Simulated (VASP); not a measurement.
# SnO2 (P4_2/mnm) in VASP: a series of runs, part 2 of 2

VASP 6.6.1. Earlier steps stand in the parts before.

## Step 3: Single point, PBE (strain +0.0600 x Voigt [1, 1, 0, 0, 0, 0])

INCAR

```
SYSTEM = SnO2
PREC = Accurate ; ENCUT = 520
EDIFF = 1E-6 ; ISMEAR = 0
SIGMA = 0.05 ; LREAL = .False.
LASPH = .True. ; NELM = 60
ALGO = Normal ; ISIF = 2
LWAVE = .False. ; LCHARG = .False.
GGA = PE ; NBANDS = 35
```

KPOINTS

```
regular mesh
0
Gamma
  6 6 8
  0 0 0
```

POSCAR

```
SnO2
1.0
    5.1173672964      0.0000000000      0.0000000000
    0.0000000000      5.1173672964      0.0000000000
    0.0000000000      0.0000000000      3.2379909407
Sn O
2 4
Direct
    0.0000000000      0.0000000000      0.0000000000
    0.5000000000      0.5000000000      0.5000000000
    0.3066050867      0.3066050867      0.0000000000
    0.1933949133      0.8066050867      0.5000000000
    0.6933949133      0.6933949133      0.0000000000
    0.8066050867      0.1933949133      0.5000000000
```

Potentials or basis: VASP PAW PBE potentials, release 64 (Sn_d, O).

Run with:

```
$ cat potpaw_PBE.64/Sn_d/POTCAR potpaw_PBE.64/O/POTCAR > POTCAR
$ mpirun -np 1 vasp_std > vasp.out
```

OUTCAR:

```text
SYSTEM = SnO2
   PREC = Accurate
   ENCUT = 520
   EDIFF = 1E-6
   ISMEAR = 0
   LREAL = .False.
   LASPH = .True.
   NELM = 60
   ISIF = 2
   GGA = PE

 ion  position               nearest neighbor table
   1  0.000  0.000  0.000-   4 2.14   6 2.14   4 2.14   6 2.14   5 2.22   3 2.22
   2  0.500  0.500  0.500-   3 2.14   5 2.14   3 2.14   5 2.14   4 2.22   6 2.22
   3  0.307  0.307  0.000-   2 2.14   2 2.14   1 2.22
   4  0.193  0.807  0.500-   1 2.14   1 2.14   2 2.22
   5  0.693  0.693  0.000-   2 2.14   2 2.14   1 2.22
   6  0.807  0.193  0.500-   1 2.14   1 2.14   2 2.22

  LATTYP: Found a simple tetragonal cell.
 ALAT       =     5.1173672964
 C/A-ratio  =     0.6327454633

  Lattice vectors:

 A1 = (   5.1173672964,   0.0000000000,   0.0000000000)
 A2 = (   0.0000000000,   5.1173672964,   0.0000000000)
 A3 = (   0.0000000000,   0.0000000000,   3.2379909407)

Analysis of symmetry for initial positions (statically):
=====================================================================
 Subroutine PRICEL returns:
 Original cell was already a primitive cell.

 Routine SETGRP: Setting up the symmetry group for a
 simple tetragonal supercell.

 Subroutine GETGRP returns: Found 16 space group operations
 (whereof  8 operations were pure point group operations)
 out of a pool of 16 trial point group operations.

The static configuration has the point symmetry D_2h.
 The point group associated with its full space group is D_4h.

Analysis of symmetry for dynamics (positions and initial velocities):
=====================================================================
 Subroutine PRICEL returns:
 Original cell was already a primitive cell.

 Routine SETGRP: Setting up the symmetry group for a
 simple tetragonal supercell.

 Subroutine GETGRP returns: Found 16 space group operations
 (whereof  8 operations were pure point group operations)
 out of a pool of 16 trial point group operations.

The dynamic configuration has the point symmetry D_2h.
 The point group associated with its full space group is D_4h.

 Subroutine INISYM returns: Found 16 space group operations
 (whereof  8 operations are pure point group operations),
 and found     1 'primitive' translations

----------------------------------------------------------------------------------------

                                     Primitive cell

  volume of cell :      84.7947

  direct lattice vectors                    reciprocal lattice vectors
     5.117367296  0.000000000  0.000000000     0.195412981  0.000000000  0.000000000
     0.000000000  5.117367296  0.000000000     0.000000000  0.195412981  0.000000000
     0.000000000  0.000000000  3.237990941     0.000000000  0.000000000  0.308833477

  length of vectors
     5.117367296  5.117367296  3.237990941     0.195412981  0.195412981  0.308833477

  position of ions in fractional coordinates (direct lattice)
     0.000000000  0.000000000  0.000000000
     0.500000000  0.500000000  0.500000000
     0.306605087  0.306605087  0.000000000
[... 35 lines left out ...]
 ===========================================

 Found     50 irreducible k-points:

 Following reciprocal coordinates:
            Coordinates               Weight
  0.000000  0.000000  0.000000      1.000000
  0.166667  0.000000  0.000000      4.000000
  0.333333  0.000000  0.000000      4.000000
  0.500000  0.000000  0.000000      2.000000
  0.166667  0.166667  0.000000      4.000000
  0.333333  0.166667  0.000000      8.000000
[... 16 lines left out ...]
  0.333333  0.000000  0.250000      8.000000
  0.500000  0.000000  0.250000      4.000000
 [... further k-points ...]
   k-points           NKPTS =     50   k-points in BZ     NKDIM =     50   number of bands    NBANDS=     35
   number of dos      NEDOS =    301   number of ions     NIONS =      6
   total plane-waves  NPLWV =  38400
   dimension x,y,z NGX =    40 NGY =   40 NGZ =   24
   dimension x,y,z NGXF=    80 NGYF=   80 NGZF=   48
   ions per type =               2   4
   NGX,Y,Z   is equivalent  to a cutoff of  12.99, 12.99, 12.32 a.u.
   NGXF,Y,Z  is equivalent  to a cutoff of  25.99, 25.99, 24.64 a.u.
 SYSTEM =  SnO2
   PREC   = accura    normal or accurate (medium, high low for compatibility)
   ISTART =      0    job   : 0-new  1-cont  2-samecut
   ICHARG =      2    charge: 1-file 2-atom 10-const
   ISPIN  =      1    spin polarized calculation?
   LNONCOLLINEAR =      F non collinear calculations
   LSORBIT =      F    spin-orbit coupling
   LASPH  =      T    aspherical Exc in radial PAW
   ENCUT  =  520.0 eV  38.22 Ry    6.18 a.u.   9.51  9.51  6.02*2*pi/ulx,y,z
   NELM   =     60;   NELMIN=  2; NELMDL= -5     # of ELM steps
   EDIFF  = 0.1E-05   stopping-criterion for ELM
   LREAL  =      F    real-space projection
   EDIFFG = 0.1E-04   stopping-criterion for IOM
   NSW    =      0    number of steps for IOM
   IBRION =     -1    ionic relax: 0-MD 1-quasi-New 2-CG
   NFREE  =      0    steps in history (QN), initial steepest desc. (CG)
   ISIF   =      2    stress and relaxation
   ISYM   =      2    0-nonsym 1-usesym 2-fastsym
   POTIM  = 0.5000    time-step for ionic-motion
   TEBEG  =    0.0;   TEEND  =   0.0 temperature during run
   PSTRESS=    0.0 pullay stress
   NELECT =      52.0000    total number of electrons
   NUPDOWN=      -1.0000    fix difference up-down
   EMIN   =  10.00;   EMAX   =-10.00  energy-range for DOS
   EFERMI =   0.00;   METHOD = LEGACY
   ISMEAR =     0;   SIGMA  =   0.05  broadening in eV -4-tet -1-fermi 0-gaus
   EFERMI_NEDOS =   21; number of points for ismear=-14 and -15
   IALGO  =     38    algorithm
   IMIX   =      4    mixing-type and parameters
     AMIX     =   0.40;   BMIX     =  1.00
     AMIX_MAG =   1.60;   BMIX_MAG =  1.00
  volume/ion in A,a.u.               =      14.13        95.37
  Fermi-wavevector in a.u.,A,eV,Ry     =   1.390869  2.628362 26.320710  1.934518
  Thomas-Fermi vector in A             =   2.514763
   LORBIT       =      0    0 simple, 1 ext, 2 COOP (PROOUT), +10 PAW based schemes
   GGA     = PE    functional components
   LHFCALC =     F    Hartree Fock is set to
   AEXX    =    0.0000 exact exchange contribution
   IVDW    =     0    specifies the selected vdW correction
   LEPSILON=     F    determine dielectric tensor
   LRPA    =     F    only Hartree local field effects (RPA)
 non-spin polarized calculation
 Gauss-broadening in eV      SIGMA  =   0.05
  energy-cutoff  :      520.00
  volume of cell :       84.79
 maximum number of plane-waves:      2316
 NGX is ok and might be reduce to    40
   NGX = 19   NGY = 19   NGZ = 13

 number of electron      51.9999985 magnetization

 Free energy of the ion-electron system (eV)
  ---------------------------------------------------
  ext. energy  EPLUGINS =         0.00000000
  ---------------------------------------------------
  free energy    TOTEN  =       -36.84571923 eV

  energy without entropy =      -36.84556875  energy(sigma->0) =      -36.84564399

 E-fermi :   4.2087     XC(G=0): -10.3534

 val. band max:        4.1554879899   @ k =   0.0000   0.0000   0.1250
 cond. band min:       4.2424133345   @ k =   0.0000   0.0000   0.0000
 fundamental gap:      0.0869253446
 Fermi energy:         4.2086687874

 k-point     1 :       0.0000    0.0000    0.0000
  band No.  band energies     occupation
      1     -16.7323      2.00000
      2     -16.3460      2.00000
      3     -16.1611      2.00000
      4     -16.1222      2.00000
      5     -16.1222      2.00000
      6     -16.0892      2.00000
[... 901 lines left out ...]
     34      14.9185      0.00000
     35      15.9760      0.00000

 [... further k-points ...]

------------------------ aborting loop because EDIFF is reached ----------------------------------------

  FORCE on cell =-STRESS in cart. coord.  units (eV):
  Direction    XX          YY          ZZ          XY          YZ          ZX
  --------------------------------------------------------------------------------------
  -------------------------------------------------------------------------------------
  Total       -7.8797606     -7.8797606     -5.6898163     -0.0000000      0.0000000      0.0000000
  in kB     -148.8863203   -148.8863203   -107.5078113     -0.0000000      0.0000000      0.0000000
  external PRESSURE =    -135.0934840 kB  Pullay stress =       0.0000000 kB

 VOLUME and BASIS-vectors are now :
 -----------------------------------------------------------------------------
  energy-cutoff  :      520.00
  volume of cell :       84.79
      direct lattice vectors                 reciprocal lattice vectors
     5.117367296  0.000000000  0.000000000     0.195412981  0.000000000  0.000000000
     0.000000000  5.117367296  0.000000000     0.000000000  0.195412981  0.000000000
     0.000000000  0.000000000  3.237990941     0.000000000  0.000000000  0.308833477

 POSITION                                       TOTAL-FORCE (eV/Angst)
 -----------------------------------------------------------------------------------
      0.00000      0.00000      0.00000        -0.000000     -0.000000      0.000000
      2.55868      2.55868      1.61900        -0.000000     -0.000000      0.000000
      1.56901      1.56901      0.00000         0.330873      0.330873      0.000000
      0.98967      4.12769      1.61900        -0.330873      0.330873      0.000000
      3.54836      3.54836      0.00000        -0.330873     -0.330873      0.000000
      4.12769      0.98967      1.61900         0.330873     -0.330873      0.000000
 -----------------------------------------------------------------------------------
    total drift:                                0.000000      0.000000      0.000000

  FREE ENERGIE OF THE ION-ELECTRON SYSTEM (eV)
  ---------------------------------------------------
  free  energy   TOTEN  =       -36.8457192297 eV

  energy  without entropy=      -36.8455687484  energy(sigma->0) =      -36.84564399
```

OSZICAR:

```text
N       E                     dE             d eps       ncg     rms          rms(c)
DAV:   1     0.623976124789E+03    0.62398E+03   -0.25645E+04  3851   0.220E+03
DAV:   2     0.602972482454E+02   -0.56368E+03   -0.53221E+03  3796   0.604E+02
DAV:   3    -0.373514231622E+02   -0.97649E+02   -0.95623E+02  3905   0.205E+02
DAV:   4    -0.426587091614E+02   -0.53073E+01   -0.52628E+01  4346   0.522E+01
DAV:   5    -0.428042088160E+02   -0.14550E+00   -0.14529E+00  4341   0.916E+00    0.149E+01
DAV:   6    -0.368347102115E+02    0.59695E+01   -0.17745E+01  5413   0.659E+01    0.589E+00
DAV:   7    -0.368848088901E+02   -0.50099E-01   -0.20632E+00  3893   0.815E+00    0.311E+00
DAV:   8    -0.368544765569E+02    0.30332E-01   -0.25280E-01  4345   0.359E+00    0.767E-01
DAV:   9    -0.368445909479E+02    0.98856E-02   -0.37068E-02  5603   0.232E+00    0.130E-01
DAV:  10    -0.368456513991E+02   -0.10605E-02   -0.49224E-03  4394   0.683E-01    0.593E-02
DAV:  11    -0.368457240333E+02   -0.72634E-04   -0.32619E-04  5618   0.177E-01    0.369E-02
DAV:  12    -0.368457220672E+02    0.19661E-05   -0.25667E-05  3899   0.373E-02    0.195E-02
DAV:  13    -0.368457192591E+02    0.28081E-05   -0.13667E-05  4351   0.240E-02    0.252E-03
DAV:  14    -0.368457192297E+02    0.29421E-07   -0.69525E-07  2256   0.794E-03
   1 F= -.36845719E+02 E0= -.36845644E+02  d E =-.150481E-03
```

stdout:

```text
POSCAR found type information on POSCAR SnO
 POSCAR found :  2 types and       6 ions
 scaLAPACK will be used
 LDA part: xc-table for (Slater+PW92), standard interpolation
 POSCAR, INCAR and KPOINTS ok, starting setup
 FFT: planning ... GRIDC
 FFT: planning ... GRID_SOFT
 FFT: planning ... GRID
 WAVECAR not read
 entering main loop
```

It took 4 min on 1 thread of AMD EPYC 7R13, shared host; peak memory 0.22 GiB.

What came out:

```yaml
Free_energy: -36.8457 eV
Pressure: -13.5 GPa
Largest_force: 0.468 eV/Å
Band_gap_on_the_k_mesh: 0.09 eV, indirect (least direct gap 0.15 eV)
```

Forces on the atoms (eV/Å):
```
Sn   0.000  0.000  0.000
Sn   0.000  0.000  0.000
O    0.331  0.331  0.000
O   -0.331  0.331  0.000
O   -0.331 -0.331  0.000
O    0.331 -0.331  0.000
```

Levels at points of the mesh, in eV from the valence-band top:
| k point | band 23 | band 24 | band 25 | band 26 | band 27 | band 28 | band 29 | band 30 |
| --- | --- | --- | --- | --- | --- | --- | --- | --- |
| (0.00, 0.00, 0.00) | -1.06 | -0.62 | -0.62 | -0.07 | 0.09 | 5.12 | 5.86 | 5.86 |
| (0.50, 0.00, 0.00) | -1.02 | -1.02 | -0.50 | -0.50 | 2.93 | 2.93 | 6.67 | 6.67 |
| (0.50, 0.50, 0.00) | -1.10 | -1.10 | -0.73 | -0.73 | 3.39 | 3.39 | 6.72 | 6.72 |
| (0.00, 0.00, 0.50) | -1.14 | -1.14 | -0.93 | -0.93 | 4.51 | 4.51 | 8.38 | 8.38 |
| (0.50, 0.00, 0.50) | -0.78 | -0.78 | -0.77 | -0.77 | 4.69 | 4.69 | 6.50 | 6.50 |
| (0.50, 0.50, 0.50) | -0.75 | -0.75 | -0.62 | -0.62 | 3.41 | 3.41 | 7.97 | 7.97 |

Caveat: the cell differs from its parent crystal (strain +0.0600 x Voigt [1, 1, 0, 0, 0, 0]); spin-orbit coupling is left out, which moves the levels of the heavy elements.
